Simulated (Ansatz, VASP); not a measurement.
**One calculation of Si, two programs**

```
Si
1.0
     3.70800    0.00000    0.00000
    -1.85400    3.21122    0.00000
     0.00000    0.00000   28.00000
Si
2
Cartesian
  0.0000 2.1408 14.1430
  1.8540 1.0704 13.8570
```

Alike in both runs: task single point; functional LDA; k mesh 15 × 15 × 1; occupations gaussian, width 0.1 eV; no spin polarisation.

```csv
,VASP,Ansatz
version,VASP 6.6.1,Ansatz 0.2.0
potentials or method,"VASP PAW LDA potentials, release 64 (Si), cutoff 520 eV","scalar-relativistic, plane waves, PAW"
valence electrons in the cell,8,8
```

|  | VASP | Ansatz | Ansatz less VASP |
| --- | --- | --- | --- |
| gap on the k mesh at the Fermi level (eV) | none | none | - |
| rms of the force components (eV/Å) | 0.227 | 0.227 | -0.0004 |

Ansatz warns that its potentials were made for another functional, while VASP's fit it. LDA's correlation is that of Perdew and Zunger in VASP and of Perdew and Wang (1992) in Ansatz. Atom by atom the forces differ by 0.000 eV/Å (rms over components). A gap of «none» marks a metal or a gap that the smearing closes.
